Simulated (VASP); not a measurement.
A run of VASP 6.6.1 is set up as follows.

File INCAR:

```
SYSTEM = CoPd
PREC = Accurate
ENCUT = 600
EDIFF = 1E-6
ISMEAR = -1
SIGMA = 0.1
LREAL = .FALSE.
LASPH = .TRUE.
NELM = 200
ALGO = Normal
ISIF = 2
LWAVE = .FALSE.
LCHARG = .FALSE.
ISPIN = 2
MAGMOM = 2 0
LORBIT = 11
LMAXMIX = 4
GGA = PS
NBANDS = 20
GGA_COMPAT = .FALSE.
```

Contents of KPOINTS:

```
Automatic mesh
0
G
  14 14 14
  0 0 0
```

Contents of POSCAR:

```
CoPd
1.0
    1.3277425493      0.7665725182      4.2358863311
   -1.3277425493      0.7665725182      4.2358863311
    0.0000000000     -1.5331450365      4.2358863311
Co Pd
1 1
Direct
    0.0000000000      0.0000000000      0.0000000000
    0.5000000000      0.5000000000      0.5000000000
```

Potentials or basis: VASP PAW PBE potentials, release 64 (Co, Pd).

The run is started by

```bash
$ cat potpaw_PBE.64/Co/POTCAR potpaw_PBE.64/Pd/POTCAR > POTCAR
$ mpirun -np 1 vasp_std > vasp.out
```

Task: Estimate the net moment.

Result: 2.12 μB per cell.

Task: Predict the site moments.

Result: Co +1.88; Pd +0.26 μB.

Stress tensor (GPa, compression positive):
```
-3.58  0.00  0.00
 0.00 -3.58  0.00
 0.00  0.00 -2.19
```

Caveat: the cell stands under tension; the PAW data sets were made with another functional, which shifts forces and pressure a little.
